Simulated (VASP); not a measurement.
# PbS (Cmcm) in VASP: a series of runs

Aim: see how the results for PbS move with the level of theory and the settings. Levels: LDA, r2SCAN. Tasks: single point.

All numbers are computed with VASP 6.6.1; they aren't measurements. Logs are shortened: lines on timing, memory, paths and dates and some standing lists are left out, and cuts for length are marked.

### 1 The cell of the first run

Symmetry: Cmcm, No. 63, orthorhombic system. The conventional cell has a = 4.160 Å, b = 11.983 Å, c = 4.279 Å, α = 90.00°, β = 90.00°, γ = 90.00°. Pb (site symmetry m2m) has 5 S at 2.69 to 2.99 Å within 3.5 Å. S (site symmetry m2m) has 5 Pb at 2.69 to 2.99 Å within 3.5 Å.

### 2 Single point, LDA

INCAR reads:

```
ALGO = Normal
EDIFF = 1E-6
ENCUT = 520
GGA = CA
ISIF = 2
ISMEAR = 1
LASPH = True
LCHARG = True
LELF = True
LREAL = False
LVHAR = True
LWAVE = False
NBANDS = 28
NELM = 80
PREC = Accurate
SIGMA = 0.01
```

KPOINTS reads:

```
k-points
0
Gamma
  3 3 3
```

POSCAR reads:

```
PbS
1.0
    2.0799530000     -5.9912970000      0.0000000000
    2.0799530000      5.9912970000      0.0000000000
    0.0000000000      0.0000000000      4.2793210000
Pb S
2 2
Direct
    0.8694370000      0.1305630000      0.7500000000
    0.1305630000      0.8694370000      0.2500000000
    0.6452030000      0.3547970000      0.7500000000
    0.3547970000      0.6452030000      0.2500000000
```

Potentials or basis: VASP PAW LDA potentials, release 64 (Pb_d, S).

On the command line:

```bash
cat potpaw_LDA.64/Pb_d/POTCAR potpaw_LDA.64/S/POTCAR > POTCAR
mpirun -np 1 vasp_std > vasp.out
```

OUTCAR:

```text
EDIFF = 1E-6
   ENCUT = 520
   GGA = CA
   ISIF = 2
   ISMEAR = 1
   LASPH = True
   LREAL = False
   NELM = 80
   PREC = Accurate

 ion  position               nearest neighbor table
   1  0.869  0.131  0.750-   3 2.69   4 2.99   4 2.99   4 2.99   4 2.99   2 3.79   2 3.79   2 4.13
                             2 4.13   2 4.13   2 4.13
   2  0.131  0.869  0.250-   4 2.69   3 2.99   3 2.99   3 2.99   3 2.99   1 3.79   1 3.79   1 4.13
                             1 4.13   1 4.13   1 4.13
   3  0.645  0.355  0.750-   1 2.69   2 2.99   2 2.99   2 2.99   2 2.99
   4  0.355  0.645  0.250-   2 2.69   1 2.99   1 2.99   1 2.99   1 2.99

  LATTYP: Found a base centered orthorhombic cell.
 ALAT       =     4.1599060000
 B/A-ratio  =     2.8804963381
 C/A-ratio  =     1.0287061775

  Lattice vectors:

 A1 = (   2.0799530000,  -5.9912970000,   0.0000000000)
 A2 = (   2.0799530000,   5.9912970000,   0.0000000000)
 A3 = (   0.0000000000,   0.0000000000,   4.2793210000)

Analysis of symmetry for initial positions (statically):
=====================================================================
 Subroutine PRICEL returns:
 Original cell was already a primitive cell.

 Routine SETGRP: Setting up the symmetry group for a
 base centered orthorhombic supercell.

 Subroutine GETGRP returns: Found  8 space group operations
 (whereof  4 operations were pure point group operations)
 out of a pool of  8 trial point group operations.

The static configuration has the point symmetry C_2h.
 The point group associated with its full space group is D_2h.

Analysis of symmetry for dynamics (positions and initial velocities):
=====================================================================
 Subroutine PRICEL returns:
 Original cell was already a primitive cell.

 Routine SETGRP: Setting up the symmetry group for a
 base centered orthorhombic supercell.

 Subroutine GETGRP returns: Found  8 space group operations
 (whereof  4 operations were pure point group operations)
 out of a pool of  8 trial point group operations.

The dynamic configuration has the point symmetry C_2h.
 The point group associated with its full space group is D_2h.

 Subroutine INISYM returns: Found  8 space group operations
 (whereof  4 operations are pure point group operations),
 and found     1 'primitive' translations

----------------------------------------------------------------------------------------

                                     Primitive cell

  volume of cell :     106.6545

  direct lattice vectors                    reciprocal lattice vectors
     2.079953000 -5.991297000  0.000000000     0.240390047 -0.083454384  0.000000000
     2.079953000  5.991297000  0.000000000     0.240390047  0.083454384  0.000000000
     0.000000000  0.000000000  4.279321000     0.000000000  0.000000000  0.233681932

  length of vectors
     6.342069396  6.342069396  4.279321000     0.254464161  0.254464161  0.233681932

  position of ions in fractional coordinates (direct lattice)
     0.869437000  0.130563000  0.750000000
     0.130563000  0.869437000  0.250000000
     0.645203000  0.354797000  0.750000000
     0.354797000  0.645203000  0.250000000

  ion indices of the primitive-cell ions
   primitive index   ion index
                 1           1
                 2           2
                 3           3
                 4           4

----------------------------------------------------------------------------------------

 KPOINTS: k-points

Automatic generation of k-mesh.
 Grid dimensions read from file:
 generate k-points for:    3    3    3

 Generating k-lattice:

  Cartesian coordinates                     Fractional coordinates (reciprocal lattice)
     0.080130016 -0.027818128  0.000000000     0.333333333  0.000000000  0.000000000
     0.080130016  0.027818128  0.000000000     0.000000000  0.333333333  0.000000000
     0.000000000  0.000000000  0.077893977     0.000000000  0.000000000  0.333333333

  Length of vectors
     0.084821387  0.084821387  0.077893977

  Shift w.r.t. Gamma in fractional coordinates (k-lattice)
     0.000000000  0.000000000  0.000000000

 Subroutine IBZKPT returns following result:
 ===========================================

 Found      8 irreducible k-points:

 Following reciprocal coordinates:
            Coordinates               Weight
  0.000000  0.000000  0.000000      1.000000
  0.333333  0.000000  0.000000      4.000000
  0.333333  0.333333  0.000000      2.000000
 -0.333333  0.333333  0.000000      2.000000
  0.000000  0.000000  0.333333      2.000000
  0.333333  0.000000  0.333333      8.000000
  0.333333  0.333333  0.333333      4.000000
 -0.333333  0.333333  0.333333      4.000000
   k-points           NKPTS =      8   k-points in BZ     NKDIM =      8   number of bands    NBANDS=     28
   number of dos      NEDOS =    301   number of ions     NIONS =      4
   total plane-waves  NPLWV =  73728
   dimension x,y,z NGX =    48 NGY =   48 NGZ =   32
   dimension x,y,z NGXF=    96 NGYF=   96 NGZF=   64
   ions per type =               2   2
   NGX,Y,Z   is equivalent  to a cutoff of  12.58, 12.58, 12.43 a.u.
   NGXF,Y,Z  is equivalent  to a cutoff of  25.16, 25.16, 24.86 a.u.
 SYSTEM =  unknown system
   PREC   = accura    normal or accurate (medium, high low for compatibility)
   ISTART =      0    job   : 0-new  1-cont  2-samecut
   ICHARG =      2    charge: 1-file 2-atom 10-const
   ISPIN  =      1    spin polarized calculation?
   LNONCOLLINEAR =      F non collinear calculations
   LSORBIT =      F    spin-orbit coupling
   LASPH  =      T    aspherical Exc in radial PAW
   ENCUT  =  520.0 eV  38.22 Ry    6.18 a.u.  11.79 11.79  7.96*2*pi/ulx,y,z
   NELM   =     80;   NELMIN=  2; NELMDL= -5     # of ELM steps
   EDIFF  = 0.1E-05   stopping-criterion for ELM
   LREAL  =      F    real-space projection
[... 7 lines left out ...]
   TEBEG  =    0.0;   TEEND  =   0.0 temperature during run
   PSTRESS=    0.0 pullay stress
   NELECT =      40.0000    total number of electrons
   NUPDOWN=      -1.0000    fix difference up-down
   EMIN   =  10.00;   EMAX   =-10.00  energy-range for DOS
   EFERMI =   0.00;   METHOD = LEGACY
   ISMEAR =     1;   SIGMA  =   0.01  broadening in eV -4-tet -1-fermi 0-gaus
   EFERMI_NEDOS =   21; number of points for ismear=-14 and -15
   IALGO  =     38    algorithm
   IMIX   =      4    mixing-type and parameters
     AMIX     =   0.40;   BMIX     =  1.00
     AMIX_MAG =   1.60;   BMIX_MAG =  1.00
  volume/ion in A,a.u.               =      26.66       179.94
  Fermi-wavevector in a.u.,A,eV,Ry     =   1.180597  2.231005 18.963933  1.393810
  Thomas-Fermi vector in A             =   2.316887
   LORBIT       =      0    0 simple, 1 ext, 2 COOP (PROOUT), +10 PAW based schemes
   GGA     = CA    functional components
   LHFCALC =     F    Hartree Fock is set to
   AEXX    =    0.0000 exact exchange contribution
   IVDW    =     0    specifies the selected vdW correction
   LEPSILON=     F    determine dielectric tensor
   LRPA    =     F    only Hartree local field effects (RPA)
 non-spin polarized calculation
 Methfessel and Paxton  Order N= 1 SIGMA  =   0.01
  energy-cutoff  :      520.00
  volume of cell :      106.65
 maximum number of plane-waves:      2881
   NGX = 23   NGY = 23   NGZ = 15

 number of electron      40.0000007 magnetization

 Free energy of the ion-electron system (eV)
  ---------------------------------------------------
  ext. energy  EPLUGINS =         0.00000000
  ---------------------------------------------------
  free energy    TOTEN  =       -19.82243828 eV

  energy without entropy =      -19.82252417  energy(sigma->0) =      -19.82246691

 E-fermi :   4.5846     XC(G=0):  -9.9275

 val. band max:        4.5761628368   @ k =  -0.3333   0.3333   0.3333
 cond. band min:       6.2070389969   @ k =  -0.3333   0.3333   0.3333
 fundamental gap:      1.6308761601
 Fermi energy:         4.5845816590

 k-point     1 :       0.0000    0.0000    0.0000
  band No.  band energies     occupation
      1     -11.6553      2.00000
      2     -11.5498      2.00000
      3     -11.5409      2.00000
      4     -11.5352      2.00000
      5     -11.5046      2.00000
      6     -11.4981      2.00000
[... 20 lines left out ...]
     27      10.6827      0.00000
     28      11.5681      0.00000

 k-point     2 :       0.3333    0.0000    0.0000
  band No.  band energies     occupation
      1     -11.6024      2.00000
      2     -11.5425      2.00000
      3     -11.5377      2.00000
      4     -11.5245      2.00000
      5     -11.5081      2.00000
      6     -11.5029      2.00000
[... 20 lines left out ...]
     27      12.4774      0.00000
     28      12.5888      0.00000

 k-point     3 :       0.3333    0.3333    0.0000
  band No.  band energies     occupation
      1     -11.5954      2.00000
      2     -11.5471      2.00000
      3     -11.5371      2.00000
      4     -11.5169      2.00000
      5     -11.5129      2.00000
      6     -11.5008      2.00000
[... 20 lines left out ...]
     27      11.8841      0.00000
     28      13.1508      0.00000

 k-point     4 :      -0.3333    0.3333    0.0000
  band No.  band energies     occupation
      1     -11.6500      2.00000
      2     -11.5489      2.00000
      3     -11.5210      2.00000
      4     -11.5155      2.00000
      5     -11.5153      2.00000
      6     -11.5059      2.00000
[... 20 lines left out ...]
     27      11.1192      0.00000
     28      11.6098      0.00000

 k-point     5 :       0.0000    0.0000    0.3333
  band No.  band energies     occupation
      1     -11.6029      2.00000
      2     -11.5579      2.00000
      3     -11.5303      2.00000
      4     -11.5255      2.00000
      5     -11.5245      2.00000
      6     -11.5016      2.00000
[... 20 lines left out ...]
     27      12.1421      0.00000
     28      13.3961      0.00000

 k-point     6 :       0.3333    0.0000    0.3333
  band No.  band energies     occupation
      1     -11.6215      2.00000
      2     -11.5990      2.00000
      3     -11.5431      2.00000
      4     -11.5204      2.00000
      5     -11.5018      2.00000
      6     -11.4922      2.00000
[... 20 lines left out ...]
     27      11.9430      0.00000
     28      12.8714      0.00000

 k-point     7 :       0.3333    0.3333    0.3333
  band No.  band energies     occupation
      1     -11.6206      2.00000
      2     -11.5986      2.00000
      3     -11.5395      2.00000
      4     -11.5166      2.00000
      5     -11.5085      2.00000
      6     -11.4899      2.00000
[... 20 lines left out ...]
     27      10.9751      0.00000
     28      11.3247      0.00000

 k-point     8 :      -0.3333    0.3333    0.3333
  band No.  band energies     occupation
      1     -11.6097      2.00000
      2     -11.5613      2.00000
      3     -11.5229      2.00000
      4     -11.5126      2.00000
      5     -11.5117      2.00000
      6     -11.5025      2.00000
[... 20 lines left out ...]
     27      12.2868      0.00000
     28      13.0844      0.00000

------------------------ aborting loop because EDIFF is reached ----------------------------------------

  FORCE on cell =-STRESS in cart. coord.  units (eV):
  Direction    XX          YY          ZZ          XY          YZ          ZX
  --------------------------------------------------------------------------------------
  -------------------------------------------------------------------------------------
  Total       -2.7658853     -1.4169326     -2.8266879      0.0000000      0.0000000      0.0000000
  in kB      -41.5494731    -21.2853384    -42.4628564      0.0000000      0.0000000      0.0000000
  external PRESSURE =     -35.0992226 kB  Pullay stress =       0.0000000 kB

 VOLUME and BASIS-vectors are now :
 -----------------------------------------------------------------------------
  energy-cutoff  :      520.00
  volume of cell :      106.65
      direct lattice vectors                 reciprocal lattice vectors
     2.079953000 -5.991297000  0.000000000     0.240390047 -0.083454384  0.000000000
     2.079953000  5.991297000  0.000000000     0.240390047  0.083454384  0.000000000
     0.000000000  0.000000000  4.279321000     0.000000000  0.000000000  0.233681932

 POSITION                                       TOTAL-FORCE (eV/Angst)
 -----------------------------------------------------------------------------------
      2.07995     -4.42681      3.20949         0.000000      0.110494      0.000000
      2.07995      4.42681      1.06983         0.000000     -0.110494      0.000000
      2.07995     -1.73991      3.20949         0.000000      0.165540     -0.000000
      2.07995      1.73991      1.06983         0.000000     -0.165540     -0.000000
 -----------------------------------------------------------------------------------
    total drift:                                0.000000     -0.000000      0.000000

  FREE ENERGIE OF THE ION-ELECTRON SYSTEM (eV)
  ---------------------------------------------------
  free  energy   TOTEN  =       -19.8224382753 eV

  energy  without entropy=      -19.8225241702  energy(sigma->0) =      -19.82246691
```

It took 12 s on 1 thread of Intel Xeon 6975P-C (Granite Rapids), shared host; peak memory 0.21 GiB.

What came out:

```yaml
Free_energy: -19.8224 eV
Pressure: -3.5 GPa
Largest_force: 0.166 eV/Å
Band_gap_on_the_k_mesh: 1.63 eV
```

Forces on the atoms (eV/Å):
```
Pb   0.000  0.110  0.000
Pb   0.000 -0.110  0.000
S    0.000  0.166  0.000
S    0.000 -0.166  0.000
```

Stress tensor (GPa, compression positive):
```
-4.15  0.00  0.00
 0.00 -2.13  0.00
 0.00  0.00 -4.25
```

Caveat: the k points lie up to 0.53 Å⁻¹ apart; spin-orbit coupling is left out, which moves the levels of the heavy elements; an odd mesh through Γ misses points on the zone boundary, where band edges can lie.

### 3 Single point, r2SCAN

POSCAR is that of step 2.

INCAR.step1 reads:

```
SYSTEM = PbS
ALGO = Normal ; EDIFF = 1E-4
ENCUT = 520 ; GGA = PE
ISMEAR = 1 ; LASPH = .TRUE.
LCHARG = .FALSE. ; LREAL = .FALSE.
LWAVE = .TRUE. ; NBANDS = 28
NELM = 60 ; PREC = Accurate
SIGMA = 0.01
```

INCAR.step2 reads:

```
SYSTEM = PbS
ALGO = Normal ; EDIFF = 1E-6
ENCUT = 520 ; ISIF = 2
ISMEAR = 1 ; ISTART = 1
LASPH = .TRUE. ; LCHARG = .FALSE.
LMIXTAU = .TRUE. ; LREAL = .FALSE.
LWAVE = .FALSE. ; METAGGA = R2SCAN
NBANDS = 28 ; NELM = 60
PREC = Accurate ; SIGMA = 0.01
```

KPOINTS reads:

```
k-points
0
G
  3 3 3
  0 0 0
```

Potentials or basis: VASP PAW PBE potentials, release 64 (Pb_d, S).

On the command line:

```bash
cat potpaw_PBE.64/Pb_d/POTCAR potpaw_PBE.64/S/POTCAR > POTCAR
cp INCAR.step1 INCAR
mpirun -np 1 vasp_std > vasp.out
cp INCAR.step2 INCAR
mpirun -np 1 vasp_std > vasp.out
```

Wall time 49 s (1 thread of Intel Xeon 6975P-C (Granite Rapids), shared host); peak memory 0.28 GiB.

Results (log left out):

```
Free energy            : -131.1724 eV
Pressure               : -0.1 GPa
Largest force          : 0.147 eV/Å
Band gap on the k mesh : 2.07 eV (least direct gap 2.10 eV)
```

Forces in eV/Å, atoms in the order of the input:
```
Pb   0.000  0.018  0.000
Pb   0.000 -0.018  0.000
S    0.000  0.147  0.000
S    0.000 -0.147  0.000
```

Stress tensor (GPa, compression positive):
```
-0.48  0.00  0.00
 0.00  0.62  0.00
 0.00  0.00 -0.39
```

Levels at points of the mesh, in eV from the valence-band top:
| k point | band 16 | band 17 | band 18 | band 19 | band 20 | band 21 | band 22 | band 23 | band 24 | band 25 |
| --- | --- | --- | --- | --- | --- | --- | --- | --- | --- | --- |
| (0.00, 0.00, 0.00) | -2.90 | -2.35 | -1.59 | -1.43 | -0.40 | 5.20 | 5.25 | 5.39 | 6.15 | 6.29 |

Caveat: the k points lie up to 0.53 Å⁻¹ apart; the PAW data sets were made with another functional, which shifts forces and pressure a little; spin-orbit coupling is left out, which moves the levels of the heavy elements; an odd mesh through Γ misses points on the zone boundary, where band edges can lie.
